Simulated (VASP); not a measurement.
# Os in VASP: a series of runs, part 3 of 3

VASP 6.6.1. The steps go on from the part before.

**5. Single point, PBE**

This run uses another cell than the first one, of 15.40 Å³/atom, 1.060 times its volume.

INCAR

```
ALGO     = Fast           # electronic algorithm
EDIFF    = 1E-6           # SCF threshold, eV
ENCUT    = 520            # plane-wave cutoff, eV
GGA      = PE             # functional
ISIF     = 2              # what is computed and relaxed
ISMEAR   = 0              # smearing method
LASPH    = True           # aspherical terms in the spheres
LCHARG   = False          # write CHGCAR
LREAL    = False          # projectors in reciprocal space
LWAVE    = False          # write WAVECAR
NBANDS   = 15             # bands
NELM     = 60             # most SCF steps
PREC     = Accurate       # precision mode
SIGMA    = 0.1            # smearing width, eV
```

KPOINTS

```
k-points
0
Gamma
  20 20 20
```

POSCAR

```
Os
1.0
    1.3924193869     -4.0273306043      0.0000000000
    1.3924193869      4.0273306043      0.0000000000
    0.0000000000      0.0000000000      2.7469074041
Os
2
Direct
    0.8548477429      0.1451522571      0.7500000000
    0.1451522571      0.8548477429      0.2500000000
```

Potentials or basis: VASP PAW PBE potentials, release 64 (Os).

Started as:

```
cat potpaw_PBE.64/Os/POTCAR > POTCAR
mpirun -np 1 vasp_std > vasp.out
```

OUTCAR:

```text
EDIFF = 1E-6
   ENCUT = 520
   GGA = PE
   ISIF = 2
   ISMEAR = 0
   LASPH = True
   LREAL = False
   NELM = 60
   PREC = Accurate

 ion  position               nearest neighbor table
   1  0.855  0.145  0.750-   2 2.58   2 2.58   2 2.58   2 2.58   2 2.71   2 2.71
   2  0.145  0.855  0.250-   1 2.58   1 2.58   1 2.58   1 2.58   1 2.71   1 2.71

  LATTYP: Found a base centered orthorhombic cell.
 ALAT       =     2.7848387738
 B/A-ratio  =     2.8923258626
 C/A-ratio  =     0.9863793301

  Lattice vectors:

 A1 = (   1.3924193869,  -4.0273306043,   0.0000000000)
 A2 = (   1.3924193869,   4.0273306043,   0.0000000000)
 A3 = (   0.0000000000,   0.0000000000,   2.7469074041)

Analysis of symmetry for initial positions (statically):
=====================================================================
 Subroutine PRICEL returns:
 Original cell was already a primitive cell.

 Routine SETGRP: Setting up the symmetry group for a
 base centered orthorhombic supercell.

 Subroutine GETGRP returns: Found  8 space group operations
 (whereof  4 operations were pure point group operations)
 out of a pool of  8 trial point group operations.

The static configuration has the point symmetry C_2h.
 The point group associated with its full space group is D_2h.
[... 171 lines left out ...]
  band No.  band energies     occupation
      1      -2.0049      2.00000
      2       1.0202      2.00000
      3       2.0975      2.00000
      4       4.5912      2.00000
      5       4.8919      2.00000
      6       6.3016      2.00000
      7       6.8898      2.00000
      8       8.0613      1.10887
      9       8.2871      0.00224
     10       9.8740      0.00000
     11      11.0176      0.00000
     12      11.0347      0.00000
     13      17.7640      0.00000
     14      20.4985      0.00000
[... 401 lines left out ...]
      2       1.5996      2.00000
      3       3.9671      2.00000
      4       4.0140      2.00000
      5       5.2372      2.00000
      6       6.0143      2.00000
      7       6.2347      2.00000
      8       6.9781      2.00000
      9       7.5830      2.00000
     10       8.8894      0.00000
     11      10.7259      0.00000
     12      12.3663      0.00000
     13      16.4859      0.00000
     14      21.3304      0.00000
     15      22.2001      0.00000

 [... further k-points ...]
[... 5 lines left out ...]
  --------------------------------------------------------------------------------------
  -------------------------------------------------------------------------------------
  Total       -0.0050768     -0.0745121     -0.0256636      0.0000000      0.0000000      0.0000000
  in kB       -0.2640219     -3.8750408     -1.3346462      0.0000000      0.0000000      0.0000000
  external PRESSURE =      -1.8245696 kB  Pullay stress =       0.0000000 kB

 VOLUME and BASIS-vectors are now :
 -----------------------------------------------------------------------------
  energy-cutoff  :      520.00
  volume of cell :       30.81
      direct lattice vectors                 reciprocal lattice vectors
     1.392419387 -4.027330604  0.000000000     0.359087215 -0.124151715  0.000000000
     1.392419387  4.027330604  0.000000000     0.359087215  0.124151715  0.000000000
     0.000000000  0.000000000  2.746907404     0.000000000  0.000000000  0.364045762

 POSITION                                       TOTAL-FORCE (eV/Angst)
 -----------------------------------------------------------------------------------
      1.39242     -2.85818      2.06018         0.000000     -0.001803     -0.000000
      1.39242      2.85818      0.68673         0.000000      0.001803      0.000000
 -----------------------------------------------------------------------------------
    total drift:                               -0.000000      0.000000      0.000000

  FREE ENERGIE OF THE ION-ELECTRON SYSTEM (eV)
  ---------------------------------------------------
  free  energy   TOTEN  =       -21.7753457269 eV

  energy  without entropy=      -21.7693780446  energy(sigma->0) =      -21.77236189
```

It took 4.3 min on 1 thread of AMD EPYC 9R45 (Zen 5), shared host; peak memory 0.53 GiB.

What came out:

```
Free energy            : -21.7753 eV
Pressure               : -0.2 GPa
Band gap on the k mesh : zero (band 8 reaches 10.13 eV, above the bottom of band 9 at 7.05 eV)
```

Stress tensor (GPa, compression positive):
```
-0.03  0.00  0.00
 0.00 -0.39  0.00
 0.00  0.00 -0.13
```

Caveat: spin-orbit coupling is left out, which moves the levels of the heavy elements.

**6. Summary**

| task | cell | k mesh | cutoff (eV) | gap on the mesh (eV) | pressure (GPa) | largest force (eV/Å) |
| --- | --- | --- | --- | --- | --- | --- |
| single point | a = 3.925, b = 3.925, c = 3.072 Å, angles 90.7, 90.7, 142.1°, 2 atoms | 8 × 8 × 6 | 520 | none | 26.5 | 1.84 |
| single point | a = 4.269, b = 4.269, c = 2.746 Å, angles 90.0, 90.0, 142.0°, 2 atoms | 8 × 8 × 6 | 520 | none | 0.1 | - |
| relaxation of cell and atoms | relaxed from a = 3.925, b = 3.925, c = 3.072 Å, angles 90.7, 90.7, 142.1°, 2 atoms | 8 × 8 × 6 | 600 | none | -0.2 | 0.01 |
| single point | a = 4.261, b = 4.261, c = 2.747 Å, angles 90.0, 90.0, 141.9°, 2 atoms | 20 × 20 × 20 | 520 | none | -0.2 | - |

Alike in all rows: level PBE; potentials or basis VASP PAW PBE potentials, release 64 (Os); no spin polarisation; smearing gaussian 0.1 eV.

Caveats: some runs use coarse meshes; spin-orbit coupling is left out, which moves the levels of the heavy elements; forces of over 1 eV/Å act on the atoms, so gaps and moduli don't describe the material at rest (some runs).

Total energies depend on the potentials used, so only differences within one code and one set of settings carry meaning.
